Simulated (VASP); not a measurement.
# Sn3Te (P-4m2) in VASP: single point with PBEsol

Aim: the single point of Sn3Te with PBEsol.

All numbers are computed with VASP 6.6.1; they aren't measurements. Logs are shortened: lines on timing, memory, paths and dates and some standing lists are left out, and cuts for length are marked.

## 1. The cell of the first run

It takes space group P-4m2 (No. 115, tetragonal). The conventional cell has a = 5.153 Å, b = 5.153 Å, c = 4.861 Å, α = 90.00°, β = 90.00°, γ = 90.00°. Sn (site symmetry 2mm) has 8 Sn at 3.51 to 3.64 Å and 4 Te at 3.51 to 3.57 Å within 4.6 Å. Within 4.6 Å of Sn (site symmetry -4m2) lie 8 Sn at 3.51 to 3.57 Å and 4 Te at 3.64 Å. Te (site symmetry -4m2) has 12 Sn at 3.51 to 3.64 Å within 4.6 Å.

## 2. Single point, PBEsol (strained and its atoms moved)

Input file INCAR:

```
SYSTEM = Sn3Te
PREC     = Accurate       ! precision mode
ENCUT    = 520            ! plane-wave cutoff, eV
EDIFF    = 1E-6           ! SCF threshold, eV
ISMEAR   = 0              ! smearing method
SIGMA    = 0.1            ! smearing width, eV
LREAL    = .False.        ! projectors in reciprocal space
LASPH    = .True.         ! aspherical terms in the spheres
NELM     = 100            ! most SCF steps
ALGO     = Fast           ! electronic algorithm
ISIF     = 2              ! what is computed and relaxed
LWAVE    = .False.        ! write WAVECAR
LCHARG   = .False.        ! write CHGCAR
GGA      = PS             ! functional
NBANDS   = 32             ! bands
```

Input file KPOINTS:

```
regular mesh
0
Gamma
  8 8 8
  0 0 0
```

Input file POSCAR:

```
Sn3Te
1.0
    5.1525477293      0.0000000000      0.0000000000
    0.0000000000      4.8606104093      0.0000000000
    0.0000000000      0.0000000000      5.1525477293
Sn Te
3 1
Direct
    0.5000000000      0.5087196266      0.0000000000
    0.5000000000      0.0000000000      0.5000000000
    0.0000000000      0.4912803734      0.5000000000
    0.0000000000      0.0000000000      0.0000000000
```

Potentials or basis: VASP PAW PBE potentials, release 64 (Sn_d, Te).

Run with:

```console
$ cat potpaw_PBE.64/Sn_d/POTCAR potpaw_PBE.64/Te/POTCAR > POTCAR
$ mpirun -np 1 vasp_std > vasp.out
```

OUTCAR:

```text
SYSTEM = Sn3Te
   PREC = Accurate
   ENCUT = 520
   EDIFF = 1E-6
   ISMEAR = 0
   LREAL = .False.
   LASPH = .True.
   NELM = 100
   ISIF = 2
   GGA = PS

 ion  position               nearest neighbor table
   1  0.500  0.509  0.000-   2 3.51   4 3.51   2 3.51   4 3.51   4 3.57   2 3.57   2 3.57   4 3.57
                             3 3.64   3 3.64   3 3.64   3 3.64
   2  0.500  0.000  0.500-   1 3.51   3 3.51   1 3.51   3 3.51   1 3.57   3 3.57   1 3.57   3 3.57
                             4 3.64   4 3.64   4 3.64   4 3.64
   3  0.000  0.491  0.500-   2 3.51   4 3.51   4 3.51   2 3.51   4 3.57   4 3.57   2 3.57   2 3.57
                             1 3.64   1 3.64   1 3.64   1 3.64
   4  0.000  0.000  0.000-   1 3.51   3 3.51   3 3.51   1 3.51   3 3.57   3 3.57   1 3.57   1 3.57
                             2 3.64   2 3.64   2 3.64   2 3.64

  LATTYP: Found a simple tetragonal cell.
 ALAT       =     5.1525477293
 C/A-ratio  =     0.9433411711

  Lattice vectors:

 A1 = (  -5.1525477293,   0.0000000000,   0.0000000000)
 A2 = (   0.0000000000,   0.0000000000,   5.1525477293)
 A3 = (   0.0000000000,   4.8606104093,   0.0000000000)

Analysis of symmetry for initial positions (statically):
=====================================================================
 Subroutine PRICEL returns:
 Original cell was already a primitive cell.

 Routine SETGRP: Setting up the symmetry group for a
 simple tetragonal supercell.

 Subroutine GETGRP returns: Found  8 space group operations
 (whereof  8 operations were pure point group operations)
 out of a pool of 16 trial point group operations.

The static configuration has the point symmetry D_2d.

Analysis of symmetry for dynamics (positions and initial velocities):
=====================================================================
 Subroutine PRICEL returns:
 Original cell was already a primitive cell.

 Routine SETGRP: Setting up the symmetry group for a
 simple tetragonal supercell.

 Subroutine GETGRP returns: Found  8 space group operations
 (whereof  8 operations were pure point group operations)
 out of a pool of 16 trial point group operations.

The dynamic configuration has the point symmetry D_2d.

 Subroutine INISYM returns: Found  8 space group operations
 (whereof  8 operations are pure point group operations),
 and found     1 'primitive' translations

----------------------------------------------------------------------------------------

                                     Primitive cell

  volume of cell :     129.0431

  direct lattice vectors                    reciprocal lattice vectors
     5.152547729  0.000000000  0.000000000     0.194078746  0.000000000  0.000000000
     0.000000000  4.860610409  0.000000000     0.000000000  0.205735477  0.000000000
     0.000000000  0.000000000  5.152547729     0.000000000  0.000000000  0.194078746

  length of vectors
     5.152547729  4.860610409  5.152547729     0.194078746  0.205735477  0.194078746

  position of ions in fractional coordinates (direct lattice)
     0.500000000  0.508719627  0.000000000
     0.500000000  0.000000000  0.500000000
     0.000000000  0.491280373  0.500000000
     0.000000000  0.000000000  0.000000000

  ion indices of the primitive-cell ions
   primitive index   ion index
                 1           1
                 2           2
                 3           3
                 4           4

----------------------------------------------------------------------------------------

 KPOINTS: regular mesh

Automatic generation of k-mesh.
 Grid dimensions read from file:
 generate k-points for:    8    8    8

 Generating k-lattice:

  Cartesian coordinates                     Fractional coordinates (reciprocal lattice)
     0.024259843  0.000000000  0.000000000     0.125000000  0.000000000  0.000000000
     0.000000000  0.025716935  0.000000000     0.000000000  0.125000000  0.000000000
     0.000000000  0.000000000  0.024259843     0.000000000  0.000000000  0.125000000

  Length of vectors
     0.024259843  0.025716935  0.024259843

  Shift w.r.t. Gamma in fractional coordinates (k-lattice)
     0.000000000  0.000000000  0.000000000

 Subroutine IBZKPT returns following result:
 ===========================================

 Found     75 irreducible k-points:

 Following reciprocal coordinates:
            Coordinates               Weight
  0.000000  0.000000  0.000000      1.000000
  0.125000  0.000000  0.000000      4.000000
  0.250000  0.000000  0.000000      4.000000
  0.375000  0.000000  0.000000      4.000000
  0.500000  0.000000  0.000000      2.000000
  0.000000  0.125000  0.000000      2.000000
[... 16 lines left out ...]
  0.250000  0.500000  0.000000      4.000000
  0.375000  0.500000  0.000000      4.000000
 [... further k-points ...]
   k-points           NKPTS =     75   k-points in BZ     NKDIM =     75   number of bands    NBANDS=     32
   number of dos      NEDOS =    301   number of ions     NIONS =      4
   total plane-waves  NPLWV =  57600
   dimension x,y,z NGX =    40 NGY =   36 NGZ =   40
   dimension x,y,z NGXF=    80 NGYF=   72 NGZF=   80
   ions per type =               3   1
   NGX,Y,Z   is equivalent  to a cutoff of  12.91, 12.31, 12.91 a.u.
   NGXF,Y,Z  is equivalent  to a cutoff of  25.81, 24.63, 25.81 a.u.
 SYSTEM =  Sn3Te
   PREC   = accura    normal or accurate (medium, high low for compatibility)
   ISTART =      0    job   : 0-new  1-cont  2-samecut
   ICHARG =      2    charge: 1-file 2-atom 10-const
   ISPIN  =      1    spin polarized calculation?
   LNONCOLLINEAR =      F non collinear calculations
   LSORBIT =      F    spin-orbit coupling
   LASPH  =      T    aspherical Exc in radial PAW
   ENCUT  =  520.0 eV  38.22 Ry    6.18 a.u.   9.58  9.04  9.58*2*pi/ulx,y,z
   NELM   =    100;   NELMIN=  2; NELMDL= -5     # of ELM steps
   EDIFF  = 0.1E-05   stopping-criterion for ELM
   LREAL  =      F    real-space projection
   EDIFFG = 0.1E-04   stopping-criterion for IOM
   NSW    =      0    number of steps for IOM
   IBRION =     -1    ionic relax: 0-MD 1-quasi-New 2-CG
   NFREE  =      0    steps in history (QN), initial steepest desc. (CG)
   ISIF   =      2    stress and relaxation
   ISYM   =      2    0-nonsym 1-usesym 2-fastsym
   POTIM  = 0.5000    time-step for ionic-motion
   TEBEG  =    0.0;   TEEND  =   0.0 temperature during run
   PSTRESS=    0.0 pullay stress
   NELECT =      48.0000    total number of electrons
   NUPDOWN=      -1.0000    fix difference up-down
   EMIN   =  10.00;   EMAX   =-10.00  energy-range for DOS
   EFERMI =   0.00;   METHOD = LEGACY
   ISMEAR =     0;   SIGMA  =   0.10  broadening in eV -4-tet -1-fermi 0-gaus
   EFERMI_NEDOS =   21; number of points for ismear=-14 and -15
   IALGO  =     68    algorithm
   IMIX   =      4    mixing-type and parameters
     AMIX     =   0.40;   BMIX     =  1.00
     AMIX_MAG =   1.60;   BMIX_MAG =  1.00
  volume/ion in A,a.u.               =      32.26       217.71
  Fermi-wavevector in a.u.,A,eV,Ry     =   1.177363  2.224893 18.860165  1.386183
  Thomas-Fermi vector in A             =   2.313711
   LORBIT       =      0    0 simple, 1 ext, 2 COOP (PROOUT), +10 PAW based schemes
   GGA     = PS    functional components
   LHFCALC =     F    Hartree Fock is set to
   AEXX    =    0.0000 exact exchange contribution
   IVDW    =     0    specifies the selected vdW correction
   LEPSILON=     F    determine dielectric tensor
   LRPA    =     F    only Hartree local field effects (RPA)
 non-spin polarized calculation
 RMM-DIIS sequential band-by-band and
 Gauss-broadening in eV      SIGMA  =   0.10
  energy-cutoff  :      520.00
  volume of cell :      129.04
 maximum number of plane-waves:      3510
 NGX is ok and might be reduce to    40
   NGX = 19   NGY = 19   NGZ = 19

 number of electron      47.9999983 magnetization

 Free energy of the ion-electron system (eV)
  ---------------------------------------------------
  ext. energy  EPLUGINS =         0.00000000
  ---------------------------------------------------
  free energy    TOTEN  =       -15.68405178 eV

  energy without entropy =      -15.66966834  energy(sigma->0) =      -15.67686006

 E-fermi :   6.2974     XC(G=0):  -9.6925

 val. band max:        6.2771242072   @ k =   0.3750   0.2500   0.1250
 cond. band min:       6.3010899385   @ k =   0.3750   0.1250   0.2500
 fundamental gap:      0.0239657312
 Fermi energy:         6.2973650556

 k-point     1 :       0.0000    0.0000    0.0000
  band No.  band energies     occupation
      1     -15.3504      2.00000
      2     -15.3471      2.00000
      3     -15.3464      2.00000
      4     -15.3464      2.00000
      5     -15.3446      2.00000
      6     -15.3143      2.00000
[... 24 lines left out ...]
     31      11.0199      0.00000
     32      11.0412      0.00000

 k-point     2 :       0.1250    0.0000    0.0000
  band No.  band energies     occupation
      1     -15.3491      2.00000
      2     -15.3462      2.00000
      3     -15.3454      2.00000
      4     -15.3428      2.00000
      5     -15.3409      2.00000
      6     -15.3154      2.00000
[... 24 lines left out ...]
     31      11.2942      0.00000
     32      11.3472      0.00000

 k-point     3 :       0.2500    0.0000    0.0000
  band No.  band energies     occupation
      1     -15.3477      2.00000
      2     -15.3425      2.00000
      3     -15.3414      2.00000
      4     -15.3348      2.00000
      5     -15.3311      2.00000
      6     -15.3185      2.00000
[... 24 lines left out ...]
     31      10.7858      0.00000
     32      11.4564      0.00000

 k-point     4 :       0.3750    0.0000    0.0000
  band No.  band energies     occupation
      1     -15.3471      2.00000
      2     -15.3384      2.00000
      3     -15.3347      2.00000
      4     -15.3292      2.00000
      5     -15.3226      2.00000
      6     -15.3186      2.00000
[... 24 lines left out ...]
     31      10.1508      0.00000
     32      12.1618      0.00000

 k-point     5 :       0.5000    0.0000    0.0000
  band No.  band energies     occupation
      1     -15.3468      2.00000
      2     -15.3359      2.00000
      3     -15.3314      2.00000
      4     -15.3277      2.00000
      5     -15.3251      2.00000
      6     -15.3123      2.00000
[... 584 lines left out ...]
     31       9.2100      0.00000
     32      12.1421      0.00000

 k-point    22 :       0.1250    0.5000    0.0000
  band No.  band energies     occupation
      1     -15.3478      2.00000
      2     -15.3316      2.00000
      3     -15.3293      2.00000
      4     -15.3285      2.00000
      5     -15.3148      2.00000
      6     -15.3123      2.00000
[... 24 lines left out ...]
     31       9.6205      0.00000
     32      12.6382      0.00000

 k-point    23 :       0.2500    0.5000    0.0000
  band No.  band energies     occupation
      1     -15.3459      2.00000
      2     -15.3321      2.00000
      3     -15.3292      2.00000
      4     -15.3225      2.00000
      5     -15.3214      2.00000
      6     -15.3181      2.00000
[... 24 lines left out ...]
     31      10.2372      0.00000
     32      13.8229      0.00000

 k-point    24 :       0.3750    0.5000    0.0000
  band No.  band energies     occupation
      1     -15.3436      2.00000
      2     -15.3343      2.00000
      3     -15.3314      2.00000
      4     -15.3272      2.00000
      5     -15.3237      2.00000
      6     -15.3066      2.00000
[... 24 lines left out ...]
     31      10.6990      0.00000
     32      13.8617      0.00000

 [... further k-points ...]

------------------------ aborting loop because EDIFF is reached ----------------------------------------

  FORCE on cell =-STRESS in cart. coord.  units (eV):
  Direction    XX          YY          ZZ          XY          YZ          ZX
  --------------------------------------------------------------------------------------
  -------------------------------------------------------------------------------------
  Total       -4.6041270     -5.1951047     -4.6041270      0.0000000      0.0000000      0.0000000
  in kB      -57.1640530    -64.5015312    -57.1640530      0.0000000      0.0000000      0.0000000
  external PRESSURE =     -59.6098791 kB  Pullay stress =       0.0000000 kB

 VOLUME and BASIS-vectors are now :
 -----------------------------------------------------------------------------
  energy-cutoff  :      520.00
  volume of cell :      129.04
      direct lattice vectors                 reciprocal lattice vectors
     5.152547729  0.000000000  0.000000000     0.194078746  0.000000000  0.000000000
     0.000000000  4.860610409  0.000000000     0.000000000  0.205735477  0.000000000
     0.000000000  0.000000000  5.152547729     0.000000000  0.000000000  0.194078746

 POSITION                                       TOTAL-FORCE (eV/Angst)
 -----------------------------------------------------------------------------------
      2.57627      2.47269      0.00000         0.000000      0.056548      0.000000
      2.57627      0.00000      2.57627         0.000000      0.000000      0.000000
      0.00000      2.38792      2.57627         0.000000     -0.056548     -0.000000
      0.00000      0.00000      0.00000         0.000000      0.000000      0.000000
 -----------------------------------------------------------------------------------
    total drift:                               -0.000000     -0.000000     -0.000000

  FREE ENERGIE OF THE ION-ELECTRON SYSTEM (eV)
  ---------------------------------------------------
  free  energy   TOTEN  =       -15.6840517767 eV

  energy  without entropy=      -15.6696683428  energy(sigma->0) =      -15.67686006
```

Wall time 4.2 min (1 thread of Intel Xeon Platinum 8259CL at 2.50GHz (Skylake/Cascade Lake), shared host); peak memory 0.41 GiB.

Results:

| Quantity | Value |
| --- | --- |
| Free energy | -15.6841 eV |
| Pressure | -6.0 GPa |
| Largest force | 0.057 eV/Å |
| Band gap on the k mesh | zero (bands 24 and 25 overlap by 2.86 eV) |

Forces in eV/Å, atoms in the order of the input:
```
Sn   0.000  0.057  0.000
Sn   0.000  0.000  0.000
Sn   0.000 -0.057  0.000
Te   0.000  0.000  0.000
```

Caveat: the cell differs from its parent crystal (strained and its atoms moved); the cell stands under tension; the PAW data sets were made with another functional, which shifts forces and pressure a little; spin-orbit coupling is left out, which moves the levels of the heavy elements.

The gap in the log of VASP goes by the Fermi energy; the results here count the filled bands.